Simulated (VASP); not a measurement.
Wanted: the native input for a VASP 6.6.1 run.

| Item | Value |
| --- | --- |
| Task | single point |
| Functional | PBE |
| Potentials or basis | VASP PAW PBE potentials, release 64 (B, N) |
| Cutoff | 520 eV |
| k mesh | 13 × 13 × 7 |
| Occupations | fermi-dirac, width 0.05 eV |
| Spin | no spin polarisation |
| Dipole correction | no |
| Further INCAR settings | ALGO = Normal; EDIFF = 1e-06; NBANDS = 16 |

The structure of BN (wurtzite type) lies in POSCAR:

```
BN
1.0
    2.3443434364      0.0000000000      0.0000000000
   -1.1721717182      2.0302609712      0.0000000000
    0.0000000000      0.0000000000      3.8891231949
B N
2 2
Direct
    0.3333333333      0.6666666667      0.0016111247
    0.6666666667      0.3333333333      0.5016111247
    0.3333333333      0.6666666667      0.3743888753
    0.6666666667      0.3333333333      0.8743888753
```

The input as run:

INCAR

```
SYSTEM = BN
PREC     = Accurate       ! precision mode
ENCUT    = 520            ! plane-wave cutoff, eV
EDIFF    = 1E-6           ! SCF threshold, eV
ISMEAR   = -1             ! smearing method
SIGMA    = 0.05           ! smearing width, eV
LREAL    = .FALSE.        ! projectors in reciprocal space
LASPH    = .TRUE.         ! aspherical terms in the spheres
NELM     = 100            ! most SCF steps
ALGO     = Normal         ! electronic algorithm
ISIF     = 2              ! what is computed and relaxed
LWAVE    = .FALSE.        ! write WAVECAR
LCHARG   = .FALSE.        ! write CHGCAR
GGA      = PE             ! functional
NBANDS   = 16             ! bands
```

KPOINTS

```
regular mesh
0
G
  13 13 7
  0 0 0
```

Potentials or basis: VASP PAW PBE potentials, release 64 (B, N).

Command:

```console
$ cat potpaw_PBE.64/B/POTCAR potpaw_PBE.64/N/POTCAR > POTCAR
$ mpirun -np 1 vasp_std > vasp.out
```

Results of the run:

- Pressure: 151.1 GPa
- Band gap on the k mesh: 4.65 eV, indirect (least direct gap 9.33 eV)

Run time: 11 s on 1 thread of Intel(R) Xeon(R) 6975P-C (Granite Rapids), with other jobs on the host, peak memory 0.13 GiB.
